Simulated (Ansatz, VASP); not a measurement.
# Zn in VASP and in Ansatz

The input INCAR:

```
SYSTEM = Zn
PREC = Accurate
ENCUT = 520
EDIFF = 1E-6
ISMEAR = -1
SIGMA = 0.1342
LREAL = .False.
LASPH = .True.
NELM = 100
ALGO = Normal
ISIF = 2
LWAVE = .False.
LCHARG = .True.
GGA = RE
LELF = .True.
LVHAR = .True.
NBANDS = 19
```

File KPOINTS:

```
regular mesh
0
Gamma
  8 8 4
  0 0 0
```

Contents of POSCAR:

```
Zn
1.0
    1.2440980000      2.1548410000      0.0000000000
   -1.2440980000      2.1548410000      0.0000000000
    0.0000000000      0.0000000000      4.6924320000
Zn
2
Direct
    0.3333300000      0.3333400000      0.2500000000
    0.6666600000      0.6666700000      0.7500000000
```

Input for Ansatz:

```yaml
crystal:
  lattice:
    - [1.244098, 2.154841, 0.0]
    - [-1.244098, 2.154841, 0.0]
    - [0.0, 0.0, 4.692432]
  atoms:
    - { symbol: Zn, position: [0.33333, 0.33334, 0.25] }
    - { symbol: Zn, position: [0.66666, 0.66667, 0.75] }
  symmetry: { tolerance: 0.0003 }
kpoints:
  mp_grid: { grid: [8, 8, 4], shift: [0, 0, 0] }
magnetization:
  spin_polarized: false
scf:
  occupations: { method: fermi_dirac, width: 0.1342 }
hamiltonian:
  pseudopotentials: { kind: paw }
  xc: revpbe
basis:
  ecutwfc: 420
output:
  forces: true
  stress: true
  eigenvalues: true
```

Alike in both runs: task single point; functional revPBE; k mesh 8 × 8 × 4; occupations fermi-dirac, width 0.1342 eV; no spin polarisation.

```csv
,VASP,Ansatz
version,VASP 6.6.1,Ansatz 0.2.0
potentials or method,"VASP PAW PBE potentials, release 64 (Zn), cutoff 520 eV",PAW plane waves
valence electrons in the cell,24,24
```

VASP gave:

```
gap on the k mesh at the Fermi level (eV)                     : none
pressure (GPa)                                                : 27.4
traceless stress, the component that is largest in VASP (GPa) : -12.52
```

**Question.** Which values does Ansatz return?

**Answer.** gap on the k mesh at the Fermi level (eV): none; pressure (GPa): 26.7; traceless stress, the component that is largest in VASP (GPa): -12.24.

VASP's potentials were made for PBE, not for revPBE. A gap of «none» marks a metal or a gap that the smearing closes. With one functional, cell and mesh, what is left measures potentials, basis and numerics. Ansatz's warnings: structure snapped to symmetry.

The k mesh is coarse, so the values compare programs but aren't converged.
